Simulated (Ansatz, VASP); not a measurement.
**Two plane-wave programs on Pt**

The input INCAR:

```
SYSTEM = Pt
  ALGO = Normal
  EDIFF = 1E-6
  ENCUT = 520
  GGA = RP
  ISIF = 2
  ISMEAR = -1
  LASPH = .True.
  LCHARG = .False.
  LREAL = .False.
  LWAVE = .False.
  NBANDS = 11
  NELM = 80
  PREC = Accurate
  SIGMA = 0.1
```

File KPOINTS:

```
k-points
0
Gamma
  22 22 22
  0 0 0
```

File POSCAR:

```
Pt
1.0
    0.0000000000      1.9971308717      1.9971308717
    1.9971308717      0.0000000000      1.9971308717
    1.9971308717      1.9971308717      0.0000000000
Pt
1
Direct
    0.0000000000      0.0000000000      0.0000000000
```

Input for Ansatz:

```yaml
crystal:
  lattice:
    - [0.0, 1.9971308717, 1.9971308717]
    - [1.9971308717, 0.0, 1.9971308717]
    - [1.9971308717, 1.9971308717, 0.0]
  atoms:
    - { symbol: Pt, position: [0.0, 0.0, 0.0] }
hamiltonian:
  xc: rpbe
  pseudopotentials:
    kind: paw
    azcp:
      Pt: "pseudopotentials/Pt.paw.azcp"
basis:
  ecutwfc: 420
  fft_grid_basis: typed
kpoints:
  mp_grid: { grid: [22, 22, 22], shift: [0, 0, 0] }
magnetization:
  spin_polarized: false
scf:
  occupations: { method: fermi_dirac, width: 0.1 }
output:
  stress: true
```

Alike in both runs: task single point; functional RPBE; k mesh 22 × 22 × 22; occupations fermi-dirac, width 0.1 eV; no spin polarisation.

|  | VASP | Ansatz |
| --- | --- | --- |
| version | VASP 6.6.1 | Ansatz 0.2.0 |
| potentials or method | VASP PAW PBE potentials, release 64 (Pt), cutoff 520 eV | plane waves (420 eV) with PAW, scalar-relativistic |
| valence electrons in the cell | 10 | 18 |

|  | VASP | Ansatz | Ansatz less VASP |
| --- | --- | --- | --- |
| pressure (GPa) | -0.4 | 0.1 | +0.49 |

VASP's potentials were made for PBE, not for RPBE. VASP's potentials hold 10 valence electrons a cell and Ansatz's 18, so a difference there can come from the potentials and not from the codes.

Neither program's run includes spin-orbit coupling.
